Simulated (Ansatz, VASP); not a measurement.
## Two plane-wave programs on SrGe2Mo2

```xyz
5
Lattice="3.0718 -3.0828 0.0000 3.0718 3.0828 0.0000 0.0000 0.0000 6.1981" Properties=species:S:1:pos:R:3 pbc="T T T"
Sr    3.0718    0.0000    3.0991
Ge    3.0718   -0.9070    0.0000
Ge    3.0718    0.9070    0.0000
Mo    0.0000    0.0000    0.0000
Mo    0.0000    0.0000    3.0991
```

Alike in both runs: task single point; functional PBE; k mesh 4 × 4 × 4; occupations gaussian, width 0.1 eV; no spin polarisation.

|  | VASP | Ansatz |
| --- | --- | --- |
| version | VASP 6.6.1 | Ansatz 0.2.0 |
| potentials or method | VASP PAW PBE potentials, release 64 (Sr_sv, Ge_d, Mo_sv), cutoff 520 eV | scalar-relativistic, plane waves, PAW |
| valence electrons in the cell | 66 | 66 |

|  | VASP | Ansatz | Ansatz less VASP |
| --- | --- | --- | --- |
| gap on the k mesh at the Fermi level (eV) | none | none | - |
| pressure (GPa) | 20.8 | 19.4 | -1.37 |
| traceless stress, the component that is largest in VASP (GPa) | 60.37 | 57.88 | -2.495 |
| rms of the force components (eV/Å) | 4.905 | 4.365 | -0.5398 |

Atom by atom the forces differ by 0.540 eV/Å (rms over components). A gap of «none» marks a metal or a gap that the smearing closes. The functional is the same, so the differences come from potentials, cutoffs and numerics.

The k mesh is coarse, so the values compare programs but aren't converged.
